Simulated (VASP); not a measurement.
# GaP (F-43m) in VASP: settings compared, part 2 of 3

VASP 6.6.1.

## Step 4: Single point, r2SCAN

This run uses another cell than the first one, of 20.25 Å³/atom, 0.980 times its volume.

File POSCAR:

```
GaP
1.0
    0.0000000000      2.7256965861      2.7256965861
    2.7256965861      0.0000000000      2.7256965861
    2.7256965861      2.7256965861      0.0000000000
Ga P
1 1
Direct
    0.0000000000      0.0000000000      0.0000000000
    0.7500000000      0.7500000000      0.7500000000
```

File INCAR.step1:

```
ALGO = Normal
EDIFF = 1E-4
ENCUT = 520
GGA = PE
ISMEAR = 0
LASPH = True
LCHARG = False
LREAL = False
LWAVE = True
NBANDS = 16
NELM = 100
PREC = Accurate
SIGMA = 0.05
```

File INCAR.step2:

```
ALGO = Normal
EDIFF = 1E-7
ENCUT = 520
ISIF = 2
ISMEAR = 0
ISTART = 1
LASPH = True
LCHARG = False
LMIXTAU = True
LREAL = False
LWAVE = False
METAGGA = R2SCAN
NBANDS = 16
NELM = 100
PREC = Accurate
SIGMA = 0.05
```

File KPOINTS:

```
k-points
0
Gamma
  8 8 8
```

Potentials or basis: VASP PAW PBE potentials, release 64 (Ga_d, P).

Run with:

```
cat potpaw_PBE.64/Ga_d/POTCAR potpaw_PBE.64/P/POTCAR > POTCAR
cp INCAR.step1 INCAR
mpirun -np 1 vasp_std > vasp.out
cp INCAR.step2 INCAR
mpirun -np 1 vasp_std > vasp.out
```

OUTCAR:

```text
EDIFF = 1E-7
   ENCUT = 520
   ISIF = 2
   ISMEAR = 0
   ISTART = 1
   LASPH = True
   LREAL = False
   METAGGA = R2SCAN
   NELM = 100
   PREC = Accurate

 ion  position               nearest neighbor table
   1  0.000  0.000  0.000-   2 2.36   2 2.36   2 2.36   2 2.36
   2  0.750  0.750  0.750-   1 2.36   1 2.36   1 2.36   1 2.36

  LATTYP: Found a face centered cubic cell.
 ALAT       =     5.4513931722

  Lattice vectors:

 A1 = (   0.0000000000,   2.7256965861,   2.7256965861)
 A2 = (   2.7256965861,   0.0000000000,   2.7256965861)
 A3 = (   2.7256965861,   2.7256965861,   0.0000000000)

Analysis of symmetry for initial positions (statically):
=====================================================================
 Subroutine PRICEL returns:
 Original cell was already a primitive cell.

 Routine SETGRP: Setting up the symmetry group for a
 face centered cubic supercell.

 Subroutine GETGRP returns: Found 24 space group operations
 (whereof 24 operations were pure point group operations)
 out of a pool of 48 trial point group operations.

The static configuration has the point symmetry T_d .

Analysis of symmetry for dynamics (positions and initial velocities):
=====================================================================
 Subroutine PRICEL returns:
 Original cell was already a primitive cell.

 Routine SETGRP: Setting up the symmetry group for a
 face centered cubic supercell.

 Subroutine GETGRP returns: Found 24 space group operations
 (whereof 24 operations were pure point group operations)
 out of a pool of 48 trial point group operations.

The dynamic configuration has the point symmetry T_d .

 Subroutine INISYM returns: Found 24 space group operations
 (whereof 24 operations are pure point group operations),
 and found     1 'primitive' translations

----------------------------------------------------------------------------------------

                                     Primitive cell

  volume of cell :      40.5007

  direct lattice vectors                    reciprocal lattice vectors
     0.000000000  2.725696586  2.725696586    -0.183439346  0.183439346  0.183439346
     2.725696586  0.000000000  2.725696586     0.183439346 -0.183439346  0.183439346
     2.725696586  2.725696586  0.000000000     0.183439346  0.183439346 -0.183439346

  length of vectors
     3.854717079  3.854717079  3.854717079     0.317726268  0.317726268  0.317726268

  position of ions in fractional coordinates (direct lattice)
     0.000000000  0.000000000  0.000000000
     0.750000000  0.750000000  0.750000000

  ion indices of the primitive-cell ions
   primitive index   ion index
                 1           1
                 2           2

----------------------------------------------------------------------------------------

 KPOINTS: k-points

Automatic generation of k-mesh.
 Grid dimensions read from file:
 generate k-points for:    8    8    8

 Generating k-lattice:

  Cartesian coordinates                     Fractional coordinates (reciprocal lattice)
    -0.022929918  0.022929918  0.022929918     0.125000000  0.000000000  0.000000000
     0.022929918 -0.022929918  0.022929918     0.000000000  0.125000000  0.000000000
     0.022929918  0.022929918 -0.022929918     0.000000000  0.000000000  0.125000000

  Length of vectors
     0.039715783  0.039715783  0.039715783

  Shift w.r.t. Gamma in fractional coordinates (k-lattice)
     0.000000000  0.000000000  0.000000000

 Subroutine IBZKPT returns following result:
 ===========================================

 Found     29 irreducible k-points:

 Following reciprocal coordinates:
            Coordinates               Weight
  0.000000  0.000000  0.000000      1.000000
  0.125000  0.000000  0.000000      8.000000
  0.250000  0.000000  0.000000      8.000000
  0.375000  0.000000  0.000000      8.000000
  0.500000  0.000000  0.000000      4.000000
  0.125000  0.125000  0.000000      6.000000
[... 16 lines left out ...]
  0.500000  0.250000  0.125000     48.000000
 -0.375000  0.250000  0.125000     24.000000
 [... further k-points ...]
   k-points           NKPTS =     29   k-points in BZ     NKDIM =     29   number of bands    NBANDS=     16
   number of dos      NEDOS =    301   number of ions     NIONS =      2
   total plane-waves  NPLWV =  27000
   dimension x,y,z NGX =    30 NGY =   30 NGZ =   30
   dimension x,y,z NGXF=    60 NGYF=   60 NGZF=   60
   ions per type =               1   1
   NGX,Y,Z   is equivalent  to a cutoff of  12.94, 12.94, 12.94 a.u.
   NGXF,Y,Z  is equivalent  to a cutoff of  25.88, 25.88, 25.88 a.u.
 SYSTEM =  unknown system
   PREC   = accura    normal or accurate (medium, high low for compatibility)
   ISTART =      1    job   : 0-new  1-cont  2-samecut
   ICHARG =      0    charge: 1-file 2-atom 10-const
   ISPIN  =      1    spin polarized calculation?
   LNONCOLLINEAR =      F non collinear calculations
   LSORBIT =      F    spin-orbit coupling
   LASPH  =      T    aspherical Exc in radial PAW
   ENCUT  =  520.0 eV  38.22 Ry    6.18 a.u.   7.17  7.17  7.17*2*pi/ulx,y,z
   NELM   =    100;   NELMIN=  2; NELMDL=  0     # of ELM steps
   EDIFF  = 0.1E-06   stopping-criterion for ELM
   LREAL  =      F    real-space projection
   EDIFFG = 0.1E-05   stopping-criterion for IOM
   NSW    =      0    number of steps for IOM
   IBRION =     -1    ionic relax: 0-MD 1-quasi-New 2-CG
   NFREE  =      0    steps in history (QN), initial steepest desc. (CG)
   ISIF   =      2    stress and relaxation
   ISYM   =      2    0-nonsym 1-usesym 2-fastsym
   POTIM  = 0.5000    time-step for ionic-motion
   TEBEG  =    0.0;   TEEND  =   0.0 temperature during run
   PSTRESS=    0.0 pullay stress
   NELECT =      18.0000    total number of electrons
   NUPDOWN=      -1.0000    fix difference up-down
   EMIN   =  10.00;   EMAX   =-10.00  energy-range for DOS
   EFERMI =   0.00;   METHOD = LEGACY
   ISMEAR =     0;   SIGMA  =   0.05  broadening in eV -4-tet -1-fermi 0-gaus
   EFERMI_NEDOS =   21; number of points for ismear=-14 and -15
   IALGO  =     38    algorithm
   IMIX   =      4    mixing-type and parameters
     AMIX     =   0.40;   BMIX     =  1.00
     AMIX_MAG =   1.60;   BMIX_MAG =  1.00
  volume/ion in A,a.u.               =      20.25       136.66
  Fermi-wavevector in a.u.,A,eV,Ry     =   1.249333  2.360897 21.236416  1.560833
  Thomas-Fermi vector in A             =   2.383378
   LORBIT       =      0    0 simple, 1 ext, 2 COOP (PROOUT), +10 PAW based schemes
   METAGGA = R2SCAN    functional components
   LHFCALC =     F    Hartree Fock is set to
   AEXX    =    0.0000 exact exchange contribution
   IVDW    =     0    specifies the selected vdW correction
   LEPSILON=     F    determine dielectric tensor
   LRPA    =     F    only Hartree local field effects (RPA)
 non-spin polarized calculation
 Gauss-broadening in eV      SIGMA  =   0.05
  energy-cutoff  :      520.00
  volume of cell :       40.50
 maximum number of plane-waves:      1106
 NGX is ok and might be reduce to    30
   NGX = 15   NGY = 15   NGZ = 15

 number of electron      17.9999989 magnetization

 Free energy of the ion-electron system (eV)
  ---------------------------------------------------
  ext. energy  EPLUGINS =         0.00000000
  ---------------------------------------------------
  free energy    TOTEN  =       -21.46308101 eV

  energy without entropy =      -21.46308101  energy(sigma->0) =      -21.46308101

 E-fermi :   4.7616     XC(G=0): -10.5465

 val. band max:        4.4570155743   @ k =   0.0000   0.0000   0.0000
 cond. band min:       6.3599905186   @ k =   0.3750   0.3750   0.0000
 fundamental gap:      1.9029749444
 Fermi energy:         4.7615771923

 k-point     1 :       0.0000    0.0000    0.0000
  band No.  band energies     occupation
      1     -10.5314      2.00000
      2     -10.5314      2.00000
      3     -10.5314      2.00000
      4     -10.4178      2.00000
      5     -10.4178      2.00000
      6      -8.5607      2.00000
[... 8 lines left out ...]
     15      14.7296      0.00000
     16      14.7296      0.00000
[... 419 lines left out ...]
 k-point    24 :      -0.3750    0.2500    0.1250
  band No.  band energies     occupation
      1     -10.6317      2.00000
      2     -10.4967      2.00000
      3     -10.4848      2.00000
      4     -10.4233      2.00000
      5     -10.4101      2.00000
      6      -5.9783      2.00000
[... 8 lines left out ...]
     15      17.1240      0.00000
     16      17.7048      0.00000

 [... further k-points ...]
[... 5 lines left out ...]
  --------------------------------------------------------------------------------------
  -------------------------------------------------------------------------------------
  Total       -0.0158857     -0.0158857     -0.0158857      0.0000000      0.0000000     -0.0000000
  in kB       -0.6284282     -0.6284282     -0.6284282      0.0000000      0.0000000     -0.0000000
  external PRESSURE =      -0.6284282 kB  Pullay stress =       0.0000000 kB

 VOLUME and BASIS-vectors are now :
 -----------------------------------------------------------------------------
  energy-cutoff  :      520.00
  volume of cell :       40.50
      direct lattice vectors                 reciprocal lattice vectors
     0.000000000  2.725696586  2.725696586    -0.183439346  0.183439346  0.183439346
     2.725696586  0.000000000  2.725696586     0.183439346 -0.183439346  0.183439346
     2.725696586  2.725696586  0.000000000     0.183439346  0.183439346 -0.183439346

 POSITION                                       TOTAL-FORCE (eV/Angst)
 -----------------------------------------------------------------------------------
      0.00000      0.00000      0.00000        -0.000000     -0.000000     -0.000000
      4.08854      4.08854      4.08854         0.000000      0.000000      0.000000
 -----------------------------------------------------------------------------------
    total drift:                               -0.000010     -0.000010     -0.000010

  FREE ENERGIE OF THE ION-ELECTRON SYSTEM (eV)
  ---------------------------------------------------
  free  energy   TOTEN  =       -21.4630810052 eV

  energy  without entropy=      -21.4630810052  energy(sigma->0) =      -21.46308101
```

It took 55 s on 1 thread of Intel Xeon 6975P-C (Granite Rapids), shared host; peak memory 0.17 GiB.

What came out:

```yaml
Free_energy: -21.4631 eV
Pressure: -0.1 GPa
Band_gap_on_the_k_mesh: 1.90 eV, indirect (least direct gap 2.34 eV)
```

Caveat: the PAW data sets were made with another functional, which shifts forces and pressure a little.

## Step 5: Single point, r2SCAN

This run uses another cell than the first one, of 20.25 Å³/atom, 0.980 times its volume.

POSCAR is that of step 4.

File INCAR.step1:

```
SYSTEM = GaP
  ALGO = Normal
  EDIFF = 1E-4
  ENCUT = 520
  GGA = PE
  ISMEAR = 0
  LASPH = .True.
  LCHARG = .False.
  LREAL = .False.
  LWAVE = .True.
  NBANDS = 16
  NELM = 60
  PREC = Accurate
  SIGMA = 0.05
```

File INCAR.step2:

```
SYSTEM = GaP
  ALGO = Normal
  EDIFF = 1E-6
  ENCUT = 520
  ISIF = 2
  ISMEAR = 0
  ISTART = 1
  LASPH = .True.
  LCHARG = .True.
  LELF = .True.
  LMIXTAU = .True.
  LREAL = .False.
  LVHAR = .True.
  LWAVE = .False.
  METAGGA = R2SCAN
  NBANDS = 16
  NELM = 60
  PREC = Accurate
  SIGMA = 0.05
```

File KPOINTS:

```
k-points
0
Gamma
  8 8 8
  0 0 0
```

Run with:

```
cat potpaw_PBE.64/Ga_d/POTCAR potpaw_PBE.64/P/POTCAR > POTCAR
cp INCAR.step1 INCAR
mpirun -np 1 vasp_std > vasp.out
cp INCAR.step2 INCAR
mpirun -np 1 vasp_std > vasp.out
```

Wall time 43 s (1 thread of Intel Xeon 6975P-C (Granite Rapids), shared host); peak memory 0.17 GiB.

It converged, with:

```yaml
Free_energy: -21.4631 eV
Pressure: -0.1 GPa
Band_gap_on_the_k_mesh: 1.90 eV, indirect (least direct gap 2.34 eV)
```

Levels at points of the mesh, in eV from the valence-band top:
```tsv
k point	band 6	band 7	band 8	band 9	band 10	band 11	band 12	band 13
(0.00, 0.00, 0.00)	-13.02	0.00	0.00	0.00	2.34	4.19	4.19	4.19
(0.50, 0.00, 0.00)	-10.86	-6.84	-1.17	-1.17	2.04	5.06	5.06	8.83
(0.50, 0.50, 0.00)	-9.92	-6.95	-2.80	-2.80	1.91	2.10	11.35	11.35
```

Caveat: the PAW data sets were made with another functional, which shifts forces and pressure a little.

(Continued in part 3 of 3.)
